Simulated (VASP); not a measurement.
Si, 1 atom in the cell. Symmetry: Im-3m, No. 229, cubic system. Conventional cell: a = 2.950 Å, b = 2.950 Å, c = 2.950 Å, α = 90.00°, β = 90.00°, γ = 90.00°. Si (site symmetry m-3m) has 14 Si at 2.56 to 2.95 Å within 3.4 Å. This isn't the form of Si at room conditions, which is diamond.

| Item | Value |
| --- | --- |
| Program | VASP 6.6.1 |
| Task | relaxation of cell and atoms |
| Functional | PBE |
| Potentials or basis | VASP PAW PBE potentials, release 64 (Si) |
| Cutoff | 600 eV |
| k mesh | 18 × 18 × 18 |
| Occupations | fermi-dirac, width 0.08 eV |
| Spin | no spin polarisation |
| Target pressure | 13 GPa |
| Dipole correction | no |
| Further INCAR settings | ALGO = Normal; EDIFF = 1e-06; IBRION = 2; EDIFFG = -0.005; NSW = 60; ISIF = 3 |

Potentials or basis: VASP PAW PBE potentials, release 64 (Si).

Command:

```sh
$ cat potpaw_PBE.64/Si/POTCAR > POTCAR
$ mpirun -np 1 vasp_std > vasp.out
```

Hardware: 1 thread of Intel Xeon 8259CL (shared host).

Estimate the wall time of this run.

It took 24 s on 1 thread of Intel Xeon 8259CL, with other jobs on the host, peak memory 0.13 GiB. Counts: scf iterations 17, k points 195, ion steps 3.
